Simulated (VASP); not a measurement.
# YbSi12 (Fm-3m) in VASP: single point with r2SCAN+U

Aim: the single point of YbSi12 with r2SCAN+U.

Everything below comes from runs of VASP 6.6.1. Logs are shortened: lines on timing, memory, paths and dates and some standing lists are left out, and cuts for length are marked.

## 1. The cell of the first run

Symmetry: Fm-3m, No. 225, cubic system. Conventional cell: a = 9.552 Å, b = 9.552 Å, c = 9.552 Å, α = 90.00°, β = 90.00°, γ = 90.00°. Yb (site symmetry m-3m) has 24 Si at 3.55 Å within 4.7 Å. Within 2.9 Å of Si (site symmetry mm2) lie 5 Si at 2.18 to 2.29 Å.

## 2. Single point, r2SCAN+U

POSCAR reads:

```
YbSi12
1.0
    0.0000000000      4.7759520000      4.7759520000
    4.7759520000      0.0000000000      4.7759520000
    4.7759520000      4.7759520000      0.0000000000
Yb Si
1 12
Direct
    0.0000000000      0.0000000000      0.0000000000
    0.5000000000      0.5000000000      0.8384800000
    0.8384800000      0.1615200000      0.5000000000
    0.5000000000      0.5000000000      0.1615200000
    0.1615200000      0.8384800000      0.5000000000
    0.8384800000      0.5000000000      0.5000000000
    0.5000000000      0.8384800000      0.1615200000
    0.1615200000      0.5000000000      0.5000000000
    0.5000000000      0.1615200000      0.8384800000
    0.8384800000      0.5000000000      0.1615200000
    0.5000000000      0.8384800000      0.5000000000
    0.1615200000      0.5000000000      0.8384800000
    0.5000000000      0.1615200000      0.5000000000
```

INCAR.step1 reads:

```
ALGO     = Normal         # electronic algorithm
EDIFF    = 1E-4           # SCF threshold, eV
ENCUT    = 520            # plane-wave cutoff, eV
GGA      = PE             # functional
ISMEAR   = -1             # smearing method
LASPH    = T              # aspherical terms in the spheres
LCHARG   = F              # write CHGCAR
LDAU     = T              # DFT+U
LDAUJ    = 0 0          
LDAUL    = 3 -1           # shell
LDAUTYPE = 2            
LDAUU    = 4.4 0          # U, eV
LMAXMIX  = 6              # l up to which the mixer works
LREAL    = F              # projectors in reciprocal space
LWAVE    = T              # write WAVECAR
NBANDS   = 48             # bands
NELM     = 150            # most SCF steps
PREC     = Accurate       # precision mode
SIGMA    = 0.0404         # smearing width, eV
```

INCAR.step2 reads:

```
ALGO     = Normal         # electronic algorithm
EDIFF    = 1E-6           # SCF threshold, eV
ENCUT    = 520            # plane-wave cutoff, eV
ISIF     = 2              # what is computed and relaxed
ISMEAR   = -1             # smearing method
ISTART   = 1            
LASPH    = T              # aspherical terms in the spheres
LCHARG   = F              # write CHGCAR
LDAU     = T              # DFT+U
LDAUJ    = 0 0          
LDAUL    = 3 -1           # shell
LDAUPRINT= 1            
LDAUTYPE = 2            
LDAUU    = 4.4 0          # U, eV
LMAXMIX  = 6              # l up to which the mixer works
LMIXTAU  = T            
LREAL    = F              # projectors in reciprocal space
LWAVE    = F              # write WAVECAR
METAGGA  = R2SCAN         # meta-GGA
NBANDS   = 48             # bands
NELM     = 150            # most SCF steps
PREC     = Accurate       # precision mode
SIGMA    = 0.0404         # smearing width, eV
```

KPOINTS reads:

```
k-points
0
Gamma
  4 4 4
```

Potentials or basis: VASP PAW PBE potentials, release 64 (Yb, Si).

Launch:

```console
$ cat potpaw_PBE.64/Yb/POTCAR potpaw_PBE.64/Si/POTCAR > POTCAR
$ cp INCAR.step1 INCAR
$ mpirun -np 1 vasp_std > vasp.out
$ cp INCAR.step2 INCAR
$ mpirun -np 1 vasp_std > vasp.out
```

OUTCAR:

```text
EDIFF = 1E-6
   ENCUT = 520
   ISIF = 2
   ISMEAR = -1
   ISTART = 1
   LASPH = T
   LREAL = F
   METAGGA = R2SCAN
   NELM = 150
   PREC = Accurate

 ion  position               nearest neighbor table
   1  0.000  0.000  0.000-
   2  0.500  0.500  0.838-   4 2.18   6 2.29   9 2.29  11 2.29  12 2.29
   3  0.838  0.162  0.500-   5 2.18   6 2.29   9 2.29  10 2.29  13 2.29
   4  0.500  0.500  0.162-   2 2.18   7 2.29   8 2.29  10 2.29  13 2.29
   5  0.162  0.838  0.500-   3 2.18   7 2.29   8 2.29  11 2.29  12 2.29
   6  0.838  0.500  0.500-   8 2.18   3 2.29   2 2.29  10 2.29  11 2.29
   7  0.500  0.838  0.162-   9 2.18   5 2.29   4 2.29  10 2.29  11 2.29
   8  0.162  0.500  0.500-   6 2.18   5 2.29   4 2.29  12 2.29  13 2.29
   9  0.500  0.162  0.838-   7 2.18   3 2.29   2 2.29  12 2.29  13 2.29
  10  0.838  0.500  0.162-  12 2.18   4 2.29   6 2.29   7 2.29   3 2.29
  11  0.500  0.838  0.500-  13 2.18   5 2.29   6 2.29   7 2.29   2 2.29
  12  0.162  0.500  0.838-  10 2.18   5 2.29   8 2.29   9 2.29   2 2.29
  13  0.500  0.162  0.500-  11 2.18   4 2.29   8 2.29   9 2.29   3 2.29

  LATTYP: Found a face centered cubic cell.
 ALAT       =     9.5519040000

  Lattice vectors:

 A1 = (   0.0000000000,   4.7759520000,   4.7759520000)
 A2 = (   4.7759520000,   0.0000000000,   4.7759520000)
 A3 = (   4.7759520000,   4.7759520000,   0.0000000000)

Analysis of symmetry for initial positions (statically):
=====================================================================
 Subroutine PRICEL returns:
 Original cell was already a primitive cell.

 Routine SETGRP: Setting up the symmetry group for a
 face centered cubic supercell.

 Subroutine GETGRP returns: Found 48 space group operations
 (whereof 48 operations were pure point group operations)
 out of a pool of 48 trial point group operations.

The static configuration has the point symmetry O_h .

Analysis of symmetry for dynamics (positions and initial velocities):
=====================================================================
 Subroutine PRICEL returns:
 Original cell was already a primitive cell.

 Routine SETGRP: Setting up the symmetry group for a
 face centered cubic supercell.

 Subroutine GETGRP returns: Found 48 space group operations
 (whereof 48 operations were pure point group operations)
 out of a pool of 48 trial point group operations.

The dynamic configuration has the point symmetry O_h .

 Subroutine INISYM returns: Found 48 space group operations
 (whereof 48 operations are pure point group operations),
 and found     1 'primitive' translations

----------------------------------------------------------------------------------------

                                     Primitive cell

  volume of cell :     217.8762

  direct lattice vectors                    reciprocal lattice vectors
     0.000000000  4.775952000  4.775952000    -0.104691169  0.104691169  0.104691169
     4.775952000  0.000000000  4.775952000     0.104691169 -0.104691169  0.104691169
     4.775952000  4.775952000  0.000000000     0.104691169  0.104691169 -0.104691169

  length of vectors
     6.754216092  6.754216092  6.754216092     0.181330425  0.181330425  0.181330425
[... 111 lines left out ...]
 LDA+U is selected, type is set to LDAUTYPE =  2
   angular momentum for each species LDAUL =     3   -1
   U (eV)           for each species LDAUU =   4.4  0.0
   J (eV)           for each species LDAUJ =   0.0  0.0
   METAGGA = R2SCAN    functional components
   LHFCALC =     F    Hartree Fock is set to
   AEXX    =    0.0000 exact exchange contribution
   IVDW    =     0    specifies the selected vdW correction
   LEPSILON=     F    determine dielectric tensor
   LRPA    =     F    only Hartree local field effects (RPA)
 non-spin polarized calculation
  energy-cutoff  :      520.00
  volume of cell :      217.88
 maximum number of plane-waves:      5961
   NGX = 25   NGY = 25   NGZ = 25

atom =   1  type =  1  l = 3

 onsite density matrix

spin component  1

  0.9895 -0.0000 -0.0001  0.0000  0.0000  0.0000  0.0000
 -0.0000  0.9884  0.0000  0.0000  0.0000  0.0000  0.0000
 -0.0001  0.0000  0.9896  0.0000  0.0000 -0.0000 -0.0000
  0.0000  0.0000  0.0000  0.9895 -0.0000 -0.0000 -0.0000
  0.0000  0.0000  0.0000 -0.0000  0.9896  0.0000  0.0001
  0.0000  0.0000 -0.0000 -0.0000  0.0000  0.9896 -0.0000
  0.0000  0.0000 -0.0000 -0.0000  0.0001 -0.0000  0.9895

spin component  2

  0.9895 -0.0000 -0.0001  0.0000  0.0000  0.0000  0.0000
 -0.0000  0.9884  0.0000  0.0000  0.0000  0.0000  0.0000
 -0.0001  0.0000  0.9896  0.0000  0.0000 -0.0000 -0.0000
  0.0000  0.0000  0.0000  0.9895 -0.0000 -0.0000 -0.0000
  0.0000  0.0000  0.0000 -0.0000  0.9896  0.0000  0.0001
  0.0000  0.0000 -0.0000 -0.0000  0.0000  0.9896 -0.0000
  0.0000  0.0000 -0.0000 -0.0000  0.0001 -0.0000  0.9895

 occupancies and eigenvectors

  o =  0.9884  v =  0.0000 -1.0000  0.0000  0.0000  0.0000  0.0000  0.0000  0.0000  0.0000  0.0000  0.0000  0.0000  0.0000  0.0000      0.0000  0.0000  0.0000  0.0000  0.0000  0.0000  0.0000  0.0000  0.0000  0.0000  0.0000  0.0000  0.0000  0.0000
  o =  0.9884  v =  0.0000  0.0000  0.0000  0.0000  0.0000  0.0000  0.0000  0.0000 -1.0000  0.0000  0.0000  0.0000  0.0000  0.0000      0.0000  0.0000  0.0000  0.0000  0.0000  0.0000  0.0000  0.0000  0.0000  0.0000  0.0000  0.0000  0.0000  0.0000
  o =  0.9895  v = -0.0000  0.0000 -0.0000 -0.0141  0.6123 -0.0000 -0.7905  0.0000  0.0000  0.0000  0.0000  0.0000  0.0000  0.0000      0.0000  0.0000  0.0000  0.0000  0.0000  0.0000  0.0000  0.0000  0.0000  0.0000  0.0000  0.0000  0.0000  0.0000
  o =  0.9895  v =  0.0000  0.0000  0.0000  0.0000  0.0000  0.0000  0.0000 -0.0000  0.0000 -0.0000 -0.0141  0.6123 -0.0000 -0.7905      0.0000  0.0000  0.0000  0.0000  0.0000  0.0000  0.0000  0.0000  0.0000  0.0000  0.0000  0.0000  0.0000  0.0000
  o =  0.9895  v =  0.7906  0.0000  0.6124 -0.0002  0.0000  0.0000 -0.0000  0.0000  0.0000  0.0000  0.0000  0.0000  0.0000  0.0000      0.0000  0.0000  0.0000  0.0000  0.0000  0.0000  0.0000  0.0000  0.0000  0.0000  0.0000  0.0000  0.0000  0.0000
  o =  0.9895  v =  0.0000  0.0000  0.0000  0.0000  0.0000  0.0000  0.0000  0.7906  0.0000  0.6124 -0.0002  0.0000  0.0000 -0.0000      0.0000  0.0000  0.0000  0.0000  0.0000  0.0000  0.0000  0.0000  0.0000  0.0000  0.0000  0.0000  0.0000  0.0000
  o =  0.9895  v =  0.0002  0.0000  0.0001  0.9999  0.0087  0.0000 -0.0112  0.0000  0.0000  0.0000  0.0000  0.0000  0.0000  0.0000      0.0000  0.0000  0.0000  0.0000  0.0000  0.0000  0.0000  0.0000  0.0000  0.0000  0.0000  0.0000  0.0000  0.0000
  o =  0.9895  v =  0.0000  0.0000  0.0000  0.0000  0.0000  0.0000  0.0000  0.0002  0.0000  0.0001  0.9999  0.0087  0.0000 -0.0112      0.0000  0.0000  0.0000  0.0000  0.0000  0.0000  0.0000  0.0000  0.0000  0.0000  0.0000  0.0000  0.0000  0.0000
  o =  0.9896  v =  0.0000  0.0000  0.0000  0.0000  0.0000  0.0000  0.0000  0.0001 -0.0000 -0.0001 -0.0000 -0.7667  0.2441 -0.5938      0.0000  0.0000  0.0000  0.0000  0.0000  0.0000  0.0000  0.0000  0.0000  0.0000  0.0000  0.0000  0.0000  0.0000
  o =  0.9896  v =  0.0001 -0.0000 -0.0001 -0.0000 -0.7667  0.2441 -0.5938  0.0000  0.0000  0.0000  0.0000  0.0000  0.0000  0.0000      0.0000  0.0000  0.0000  0.0000  0.0000  0.0000  0.0000  0.0000  0.0000  0.0000  0.0000  0.0000  0.0000  0.0000
  o =  0.9896  v =  0.0000  0.0000  0.0000  0.0000  0.0000  0.0000  0.0000  0.6124 -0.0000 -0.7906 -0.0000  0.0001 -0.0001  0.0000      0.0000  0.0000  0.0000  0.0000  0.0000  0.0000  0.0000  0.0000  0.0000  0.0000  0.0000  0.0000  0.0000  0.0000
  o =  0.9896  v =  0.6124 -0.0000 -0.7906 -0.0000  0.0001 -0.0001  0.0000  0.0000  0.0000  0.0000  0.0000  0.0000  0.0000  0.0000      0.0000  0.0000  0.0000  0.0000  0.0000  0.0000  0.0000  0.0000  0.0000  0.0000  0.0000  0.0000  0.0000  0.0000
  o =  0.9896  v =  0.0001  0.0000 -0.0001  0.0000  0.1930  0.9697  0.1495  0.0000  0.0000  0.0000  0.0000  0.0000  0.0000  0.0000      0.0000  0.0000  0.0000  0.0000  0.0000  0.0000  0.0000  0.0000  0.0000  0.0000  0.0000  0.0000  0.0000  0.0000
  o =  0.9896  v =  0.0000  0.0000  0.0000  0.0000  0.0000  0.0000  0.0000  0.0001  0.0000 -0.0001  0.0000  0.1930  0.9697  0.1495      0.0000  0.0000  0.0000  0.0000  0.0000  0.0000  0.0000  0.0000  0.0000  0.0000  0.0000  0.0000  0.0000  0.0000

 number of electron      71.9999985 magnetization

 Free energy of the ion-electron system (eV)
  ---------------------------------------------------
  ext. energy  EPLUGINS =         0.00000000
  ---------------------------------------------------
  free energy    TOTEN  =      -130.42883677 eV

  energy without entropy =     -130.37810565  energy(sigma->0) =     -130.40347121

 E-fermi :   7.9717     XC(G=0): -10.9575

 val. band max:        7.9660237451   @ k =   0.5000   0.2500   0.0000
 cond. band min:       7.9805205651   @ k =   0.2500   0.0000   0.0000
 fundamental gap:      0.0144968200
 Fermi energy:         7.9716848240

 k-point     1 :       0.0000    0.0000    0.0000
  band No.  band energies     occupation
      1     -44.8098      2.00000
      2     -16.7533      2.00000
      3     -16.7530      2.00000
      4     -16.7530      2.00000
      5      -7.3002      2.00000
      6      -3.6357      2.00000
[... 397 lines left out ...]
     47      11.9072      0.00000
     48      11.9218      0.00000

------------------------ aborting loop because EDIFF is reached ----------------------------------------

  FORCE on cell =-STRESS in cart. coord.  units (eV):
  Direction    XX          YY          ZZ          XY          YZ          ZX
  --------------------------------------------------------------------------------------
  -------------------------------------------------------------------------------------
  Total       32.7627381     32.7627381     32.7627381      0.0000000      0.0000000      0.0000000
  in kB      240.9244728    240.9244728    240.9244728      0.0000000      0.0000000      0.0000000
  external PRESSURE =     240.9244728 kB  Pullay stress =       0.0000000 kB

 VOLUME and BASIS-vectors are now :
 -----------------------------------------------------------------------------
  energy-cutoff  :      520.00
  volume of cell :      217.88
      direct lattice vectors                 reciprocal lattice vectors
     0.000000000  4.775952000  4.775952000    -0.104691169  0.104691169  0.104691169
     4.775952000  0.000000000  4.775952000     0.104691169 -0.104691169  0.104691169
     4.775952000  4.775952000  0.000000000     0.104691169  0.104691169 -0.104691169

 POSITION                                       TOTAL-FORCE (eV/Angst)
 -----------------------------------------------------------------------------------
      0.00000      0.00000      0.00000        -0.000000     -0.000000     -0.000000
      6.39252      6.39252      4.77595         0.755724      0.755724     -0.000000
      3.15939      6.39252      4.77595        -0.755724      0.755724     -0.000000
      3.15939      3.15939      4.77595        -0.755724     -0.755724     -0.000000
      6.39252      3.15939      4.77595         0.755724     -0.755724     -0.000000
      4.77595      6.39252      6.39252        -0.000000      0.755724      0.755724
      4.77595      3.15939      6.39252        -0.000000     -0.755724      0.755724
      4.77595      3.15939      3.15939        -0.000000     -0.755724     -0.755724
      4.77595      6.39252      3.15939        -0.000000      0.755724     -0.755724
      3.15939      4.77595      6.39252        -0.755724     -0.000000      0.755724
      6.39252      4.77595      6.39252         0.755724     -0.000000      0.755724
      6.39252      4.77595      3.15939         0.755724     -0.000000     -0.755724
      3.15939      4.77595      3.15939        -0.755724     -0.000000     -0.755724
 -----------------------------------------------------------------------------------
    total drift:                                0.000000     -0.000000     -0.000000

  FREE ENERGIE OF THE ION-ELECTRON SYSTEM (eV)
  ---------------------------------------------------
  free  energy   TOTEN  =      -130.4288367716 eV

  energy  without entropy=     -130.3781056496  energy(sigma->0) =     -130.40347121
```

Run time: 15 min. Hardware: 1 thread of Intel Xeon Platinum 8259CL at 2.50GHz (Skylake/Cascade Lake), shared host; peak memory 0.42 GiB.

Results:

- Free energy: -130.4288 eV
- Pressure: 24.1 GPa
- Largest force: 1.069 eV/Å
- Band gap on the k mesh: zero (band 36 reaches 8.56 eV, above the bottom of band 37 at 7.86 eV)

Forces in eV/Å, atoms in the order of the input:
```
Yb   0.000  0.000  0.000
Si   0.756  0.756  0.000
Si  -0.756  0.756  0.000
Si  -0.756 -0.756  0.000
Si   0.756 -0.756  0.000
Si   0.000  0.756  0.756
Si   0.000 -0.756  0.756
Si   0.000 -0.756 -0.756
Si   0.000  0.756 -0.756
Si  -0.756  0.000  0.756
Si   0.756  0.000  0.756
Si   0.756  0.000 -0.756
Si  -0.756  0.000 -0.756
```

Levels at points of the mesh, in eV from the Fermi level:
| k point | band 34 | band 35 | band 36 | band 37 | band 38 | band 39 |
| --- | --- | --- | --- | --- | --- | --- |
| (0.00, 0.00, 0.00) | -0.17 | 0.59 | 0.59 | 0.59 | 1.46 | 1.46 |
| (0.50, 0.00, 0.00) | -0.98 | -0.40 | -0.40 | -0.11 | 1.16 | 1.33 |
| (0.50, 0.50, 0.00) | -0.59 | -0.13 | -0.13 | 0.60 | 0.78 | 0.88 |

Eigenvalues of the final occupation matrices:
| site | spin | trace | eigenvalues |
| --- | --- | --- | --- |
| site 1 f | 1 | 6.93 | 0.99 0.99 0.99 0.99 0.99 0.99 0.99 |
| site 1 f | 2 | 6.93 | 0.99 0.99 0.99 0.99 0.99 0.99 0.99 |

Caveat: the PAW data sets were made with another functional, which shifts forces and pressure a little; spin-orbit coupling is left out, which moves the levels of the heavy elements; U without spin polarisation on a metal has little footing.
